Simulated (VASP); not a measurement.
# SiO2 (Imma) in VASP: electric field gradients with LDA

Aim: the electric field gradients of SiO2 with LDA.

Everything below comes from runs of VASP 6.6.1. Logs are shortened: lines on timing, memory, paths and dates and some standing lists are left out, and cuts for length are marked.

## Step 1: The cell of the first run

It takes space group Imma (No. 74, orthorhombic). Conventional cell: a = 5.230 Å, b = 9.442 Å, c = 8.885 Å, α = 90.00°, β = 90.00°, γ = 90.00°. Si (site symmetry m) has 4 O at 1.59 to 1.61 Å within 2.1 Å. Within 2.1 Å of O (site symmetry mm2) lie 2 Si at 1.61 Å. Within 2.1 Å of O (site symmetry 2) lie 2 Si at 1.60 Å. Within 2.1 Å of O (site symmetry 2/m) lie 2 Si at 1.59 Å.

## Step 2: Electric field gradients, LDA

The input, INCAR:

```
ALGO = Normal
EDIFF = 1E-8
ENCUT = 520
ISIF = 2
ISMEAR = 0
LASPH = True
LCHARG = False
LEFG = True
LREAL = False
LWAVE = False
NBANDS = 44
NELM = 80
PREC = Accurate
SIGMA = 0.01
```

The input, KPOINTS:

```
k-points
0
Gamma
  6 6 6
```

The input, POSCAR:

```
SiO2
1.0
   -2.6151727316      4.7211727683      4.4424151419
    2.6151727316     -4.7211727683      4.4424151419
    2.6151727316      4.7211727683     -4.4424151419
Si O
4 8
Direct
    0.9263385888      0.8436673121      0.0826712767
    0.7390039646      0.1563326879      0.5826712767
    0.0736614112      0.1563326879      0.9173287233
    0.2609960354      0.8436673121      0.4173287233
    0.1260131596      0.8760131596      0.2500000000
    0.8739868404      0.1239868404      0.7500000000
    0.7887281965      0.5000000000      0.7887281965
    0.2112718035      0.0000000000      0.7112718035
    0.2112718035      0.5000000000      0.2112718035
    0.7887281965      0.0000000000      0.2887281965
    0.0000000000      0.0000000000      0.0000000000
    0.5000000000      0.0000000000      0.5000000000
```

Potentials or basis: VASP PAW LDA potentials, release 64 (Si, O).

Started as:

```sh
$ cat potpaw_LDA.64/Si/POTCAR potpaw_LDA.64/O/POTCAR > POTCAR
$ mpirun -np 1 vasp_std > vasp.out
```

OUTCAR:

```text
EDIFF = 1E-8
   ENCUT = 520
   ISIF = 2
   ISMEAR = 0
   LASPH = True
   LREAL = False
   NELM = 80
   PREC = Accurate

 ion  position               nearest neighbor table
   1  0.926  0.844  0.083-  11 1.59  10 1.60   7 1.60   5 1.61   2 3.10   2 3.10
   2  0.739  0.156  0.583-  12 1.59  10 1.60   7 1.60   6 1.61   1 3.10   1 3.10
   3  0.074  0.156  0.917-  11 1.59   9 1.60   8 1.60   6 1.61   4 3.10   4 3.10
   4  0.261  0.844  0.417-  12 1.59   8 1.60   9 1.60   5 1.61   3 3.10   3 3.10
   5  0.126  0.876  0.250-   4 1.61   1 1.61
   6  0.874  0.124  0.750-   2 1.61   3 1.61
   7  0.789  0.500  0.789-   1 1.60   2 1.60
   8  0.211  0.000  0.711-   4 1.60   3 1.60
   9  0.211  0.500  0.211-   3 1.60   4 1.60
  10  0.789  0.000  0.289-   2 1.60   1 1.60
  11  0.000  0.000  0.000-   1 1.59   3 1.59
  12  0.500  0.000  0.500-   2 1.59   4 1.59

  LATTYP: Found a body centered orthorhombic cell.
 ALAT       =     5.2303454632
 B/A-ratio  =     1.6987081152
 C/A-ratio  =     1.8053005491

  Lattice vectors:

 A1 = (   2.6151727316,  -4.7211727683,  -4.4424151419)
 A2 = (  -2.6151727316,  -4.7211727683,   4.4424151419)
 A3 = (  -2.6151727316,   4.7211727683,  -4.4424151419)

Analysis of symmetry for initial positions (statically):
=====================================================================
 Subroutine PRICEL returns:
 Original cell was already a primitive cell.

 Routine SETGRP: Setting up the symmetry group for a
 body centered orthorhombic supercell.

 Subroutine GETGRP returns: Found  8 space group operations
 (whereof  4 operations were pure point group operations)
 out of a pool of  8 trial point group operations.

The static configuration has the point symmetry C_2h.
 The point group associated with its full space group is D_2h.

Analysis of symmetry for dynamics (positions and initial velocities):
=====================================================================
 Subroutine PRICEL returns:
 Original cell was already a primitive cell.

 Routine SETGRP: Setting up the symmetry group for a
 body centered orthorhombic supercell.

 Subroutine GETGRP returns: Found  8 space group operations
 (whereof  4 operations were pure point group operations)
 out of a pool of  8 trial point group operations.

The dynamic configuration has the point symmetry C_2h.
 The point group associated with its full space group is D_2h.

 Subroutine INISYM returns: Found  8 space group operations
 (whereof  4 operations are pure point group operations),
 and found     1 'primitive' translations

----------------------------------------------------------------------------------------

                                     Primitive cell

  volume of cell :     219.3964

  direct lattice vectors                    reciprocal lattice vectors
    -2.615172732  4.721172768  4.442415142     0.000000000  0.105905889  0.112551390
     2.615172732 -4.721172768  4.442415142     0.191191960  0.000000000  0.112551390
     2.615172732  4.721172768 -4.442415142     0.191191960  0.105905889  0.000000000

  length of vectors
     6.990254145  6.990254145  6.990254145     0.154544080  0.221860724  0.218564459

  position of ions in fractional coordinates (direct lattice)
     0.926338589  0.843667312  0.082671277
     0.739003965  0.156332688  0.582671277
     0.073661411  0.156332688  0.917328723
     0.260996035  0.843667312  0.417328723
     0.126013160  0.876013160  0.250000000
     0.873986840  0.123986840  0.750000000
     0.788728197  0.500000000  0.788728197
     0.211271803  1.000000000  0.711271803
     0.211271803  0.500000000  0.211271803
     0.788728197  0.000000000  0.288728197
     0.000000000  0.000000000  0.000000000
[... 109 lines left out ...]
  volume/ion in A,a.u.               =      18.28       123.38
  Fermi-wavevector in a.u.,A,eV,Ry     =   1.085738  2.051747 16.038914  1.178827
  Thomas-Fermi vector in A             =   2.221859
   LORBIT       =      0    0 simple, 1 ext, 2 COOP (PROOUT), +10 PAW based schemes
   GGA     = CA    functional components
   LHFCALC =     F    Hartree Fock is set to
   AEXX    =    0.0000 exact exchange contribution
   IVDW    =     0    specifies the selected vdW correction
   LEPSILON=     F    determine dielectric tensor
   LRPA    =     F    only Hartree local field effects (RPA)
 non-spin polarized calculation
 Gauss-broadening in eV      SIGMA  =   0.01
  energy-cutoff  :      520.00
  volume of cell :      219.40
 maximum number of plane-waves:      5936
 NGX is ok and might be reduce to    54
   NGX = 25   NGY = 25   NGZ = 25

 number of electron      64.0000006 magnetization

 Free energy of the ion-electron system (eV)
  ---------------------------------------------------
  ext. energy  EPLUGINS =         0.00000000
  ---------------------------------------------------
  free energy    TOTEN  =      -103.60977236 eV

  energy without entropy =     -103.60977236  energy(sigma->0) =     -103.60977236

 E-fermi :  -1.5896     XC(G=0):  -7.4674

 val. band max:       -1.6480958013   @ k =   0.0000   0.0000   0.0000
 cond. band min:       3.7718440559   @ k =   0.0000   0.0000   0.0000
 fundamental gap:      5.4199398572
 Fermi energy:        -1.5896372185

 k-point     1 :       0.0000    0.0000    0.0000
  band No.  band energies     occupation
      1     -20.9913      2.00000
      2     -20.0448      2.00000
      3     -19.5228      2.00000
      4     -19.4820      2.00000
      5     -18.9017      2.00000
      6     -18.8484      2.00000
[... 1117 lines left out ...]
     43       9.2814      0.00000
     44       9.4795      0.00000

 [... further k-points ...]

------------------------ aborting loop because EDIFF is reached ----------------------------------------

  FORCE on cell =-STRESS in cart. coord.  units (eV):
  Direction    XX          YY          ZZ          XY          YZ          ZX
  --------------------------------------------------------------------------------------
  -------------------------------------------------------------------------------------
  Total        0.6683518      0.5235243      0.5770733      0.0000000      0.0000000      0.0000000
  in kB        4.8807472      3.8231207      4.2141710      0.0000000      0.0000000      0.0000000
  external PRESSURE =       4.3060130 kB  Pullay stress =       0.0000000 kB

 VOLUME and BASIS-vectors are now :
 -----------------------------------------------------------------------------
  energy-cutoff  :      520.00
  volume of cell :      219.40
      direct lattice vectors                 reciprocal lattice vectors
    -2.615172732  4.721172768  4.442415142     0.000000000  0.105905889  0.112551390
     2.615172732 -4.721172768  4.442415142     0.191191960  0.000000000  0.112551390
     2.615172732  4.721172768 -4.442415142     0.191191960  0.105905889  0.000000000

 POSITION                                       TOTAL-FORCE (eV/Angst)
 -----------------------------------------------------------------------------------
     -0.00000      0.78061      7.49584        -0.000000     -0.043449      0.030706
     -0.00000      5.50178      1.38899         0.000000     -0.043449     -0.030706
      2.61517      3.94056     -3.05343         0.000000      0.043449     -0.030706
      2.61517     -0.78061      3.05343        -0.000000      0.043449      0.030706
      2.61517     -2.36059      3.34081         0.000000      0.000000      0.001359
      0.00000      7.08176      1.10160         0.000000      0.000000     -0.001359
      1.30759      5.08686      2.22121         0.000000     -0.009698     -0.000000
      1.30759      4.35549     -2.22121        -0.000000      0.009698     -0.000000
      1.30759     -0.36569      2.22121        -0.000000      0.009698     -0.000000
     -1.30759      5.08686      2.22121         0.000000     -0.009698     -0.000000
      0.00000      0.00000      0.00000         0.000000      0.000000     -0.000000
      0.00000      4.72117      0.00000         0.000000      0.000000     -0.000000
 -----------------------------------------------------------------------------------
    total drift:                               -0.000000     -0.000000      0.000000

  FREE ENERGIE OF THE ION-ELECTRON SYSTEM (eV)
  ---------------------------------------------------
  free  energy   TOTEN  =      -103.6097723648 eV

  energy  without entropy=     -103.6097723648  energy(sigma->0) =     -103.60977236

 Electric field gradients (V/A^2)
---------------------------------------------------------------------
 ion       V_xx      V_yy      V_zz      V_xy      V_xz      V_yz
---------------------------------------------------------------------
   1      -3.912     5.069    -1.157    -0.000    -0.000     5.015
   2      -3.912     5.069    -1.157    -0.000    -0.000    -5.015
   3      -3.912     5.069    -1.157    -0.000    -0.000     5.015
   4      -3.912     5.069    -1.157    -0.000    -0.000    -5.015
   5     -46.475    87.973   -41.499    -0.000    -0.001    -0.001
   6     -46.475    87.973   -41.499    -0.000    -0.001    -0.001
   7      47.912   -38.161    -9.751     0.001    60.982     0.001
   8      47.912   -38.161    -9.751     0.001   -60.980     0.001
   9      47.912   -38.161    -9.751     0.001    60.982     0.001
  10      47.912   -38.161    -9.751     0.001   -60.980     0.001
  11     -47.427   -12.620    60.047     0.002     0.002   -59.644
  12     -47.426   -12.620    60.047     0.002     0.002    59.647
---------------------------------------------------------------------

 Electric field gradients after diagonalization (V/A^2)
 (convention: |V_zz| > |V_xx| > |V_yy|)
----------------------------------------------------------------------
 ion       V_xx      V_yy      V_zz     asymmetry (V_yy - V_xx)/ V_zz
----------------------------------------------------------------------
   1      -3.946    -3.912     7.858       0.004
   2      -3.946    -3.912     7.859       0.004
   3      -3.946    -3.912     7.858       0.004
   4      -3.946    -3.912     7.859       0.004
   5     -46.475   -41.499    87.973       0.057
   6     -46.475   -41.499    87.973       0.057
   7     -48.374   -38.161    86.535       0.118
   8     -48.372   -38.161    86.533       0.118
   9     -48.374   -38.161    86.535       0.118
  10     -48.372   -38.161    86.533       0.118
  11     -47.427   -46.126    93.553       0.014
  12     -47.426   -46.129    93.555       0.014
----------------------------------------------------------------------

           NMR quadrupolar parameters

 Cq : quadrupolar parameter    Cq=e*Q*V_zz/h
 eta: asymmetry parameters     (V_yy - V_xx)/ V_zz
 Q  : nuclear electric quadrupole moment in mb (millibarn)
----------------------------------------------------------------------
 ion       Cq(MHz)       eta       Q (mb)
----------------------------------------------------------------------
   1       0.019       0.004       1.000
   2       0.019       0.004       1.000
   3       0.019       0.004       1.000
   4       0.019       0.004       1.000
   5       0.213       0.057       1.000
   6       0.213       0.057       1.000
   7       0.209       0.118       1.000
   8       0.209       0.118       1.000
   9       0.209       0.118       1.000
  10       0.209       0.118       1.000
  11       0.226       0.014       1.000
  12       0.226       0.014       1.000
----------------------------------------------------------------------
```

Wall time 17 min (1 thread of Intel Xeon 8259CL, shared host); peak memory 0.5 GiB.

What came out:

```yaml
Free_energy: -103.6098 eV
Pressure: 0.4 GPa
Largest_force: 0.053 eV/Å
Band_gap_on_the_k_mesh: 5.42 eV
Largest_electric_field_gradient_by_atom: Si +7.9; O +88.0, +86.5, +93.6 (each value once) V/Å²
```

Forces in eV/Å, atoms in the order of the input:
```
Si   0.000 -0.043  0.031
Si   0.000 -0.043 -0.031
Si   0.000  0.043 -0.031
Si   0.000  0.043  0.031
O    0.000  0.000  0.001
O    0.000  0.000 -0.001
O    0.000 -0.010  0.000
O    0.000  0.010  0.000
O    0.000  0.010  0.000
O    0.000 -0.010  0.000
O    0.000  0.000  0.000
O    0.000  0.000  0.000
```

Electric field gradients, principal values (V/Å²):
```csv
atom,least,middle,greatest (by size)
1 Si,-3.912,-3.946,7.858
2 Si,-3.912,-3.946,7.859
3 Si,-3.912,-3.946,7.858
4 Si,-3.912,-3.946,7.859
5 O,-41.499,-46.475,87.973
6 O,-41.499,-46.475,87.973
7 O,-38.161,-48.374,86.535
8 O,-38.161,-48.372,86.533
9 O,-38.161,-48.374,86.535
10 O,-38.161,-48.372,86.533
11 O,-46.126,-47.427,93.553
12 O,-46.129,-47.426,93.555
```

Caveat: without QUAD_EFG the Cq values of the log hold for a quadrupole moment of 1 mb, not for the nuclei. A k mesh can miss the band edges.
